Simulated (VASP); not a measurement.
Write the native input for VASP 6.6.1 that does the following.

* Task: single point
* Functional: PBE
* Potentials or basis: VASP PAW PBE potentials, release 64 (Ti_sv, O)
* Cutoff: 520 eV
* k mesh: 6 × 6 × 10
* Occupations: gaussian, width 0.02 eV
* Spin: no spin polarisation
* Dipole correction: no
* Further INCAR settings: ALGO = Normal; EDIFF = 1e-07; NBANDS = 33

The structure of TiO2 lies in POSCAR:

```
TiO2
1.0
    4.5994324596      0.0000000000      0.0000000000
    0.0000000000      4.5994324596      0.0000000000
    0.0000000000      0.0000000000      2.9516943529
Ti O
2 4
Direct
    0.5000000000      0.5000000000      0.0000000000
    0.0000000000      0.0000000000      0.5000000000
    0.6957467690      0.6957467690      0.5000000000
    0.8042532310      0.1957467690      0.0000000000
    0.1957467690      0.8042532310      0.0000000000
    0.3042532310      0.3042532310      0.5000000000
```

The input as run:

INCAR

```
SYSTEM = TiO2
  PREC = Accurate
  ENCUT = 520
  EDIFF = 1E-7
  ISMEAR = 0
  SIGMA = 0.02
  LREAL = .False.
  LASPH = .True.
  NELM = 60
  ALGO = Normal
  ISIF = 2
  LWAVE = .False.
  LCHARG = .False.
  GGA = PE
  NBANDS = 33
```

KPOINTS

```
Automatic mesh
0
Gamma
  6 6 10
  0 0 0
```

Potentials or basis: VASP PAW PBE potentials, release 64 (Ti_sv, O).

Run with:

```bash
$ cat potpaw_PBE.64/Ti_sv/POTCAR potpaw_PBE.64/O/POTCAR > POTCAR
$ mpirun -np 1 vasp_std > vasp.out
```

Results of the run:

| Property | Result |
| --- | --- |
| Pressure | 5.7 GPa |
| Largest force | 0.027 eV/Å |
| Band gap on the k mesh | 1.85 eV |

Caveat: the cell stands under pressure.

It took 3.3 min on 1 thread of Intel Xeon 8259CL (shared host), peak memory 0.24 GiB.
